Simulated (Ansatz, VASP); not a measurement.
## Two plane-wave programs on P

```
CELL_PARAMETERS angstrom
-3.93905 3.93905 3.21916
3.93905 -3.93905 3.21916
3.93905 3.93905 -3.21916
ATOMIC_POSITIONS crystal
P 0.27679 0.40717 0.75050
P 0.65667 0.52629 0.24950
P 0.27629 0.90667 0.74950
P 0.15717 0.52679 0.25050
P 0.09333 0.84283 0.36962
P 0.47321 0.72371 0.63038
P 0.59283 0.34333 0.86962
P 0.47371 0.72321 0.13038
```

Alike in both runs: task relaxation of cell and atoms; functional PBE; k mesh 6 × 6 × 6; occupations gaussian, width 0.02 eV; no spin polarisation.

```csv
,VASP,Ansatz
version,VASP 6.6.1,Ansatz 0.2.0
potentials or method,"VASP PAW PBE potentials, release 64 (P), cutoff 600 eV","scalar-relativistic, plane waves, PAW"
valence electrons in the cell,40,40
```

VASP gave:

```
gap on the k mesh at the Fermi level, each at its own relaxed structure (eV)  : 1.63
relaxed volume (Å³/atom)                                                      : 24.91
relaxed length of the cell vector where the two differ most in proportion (Å) : 6.428
```

Which values does Ansatz return?

gap on the k mesh at the Fermi level, each at its own relaxed structure (eV): 1.60; relaxed volume (Å³/atom): 24.97; relaxed length of the cell vector where the two differ most in proportion (Å): 6.434.
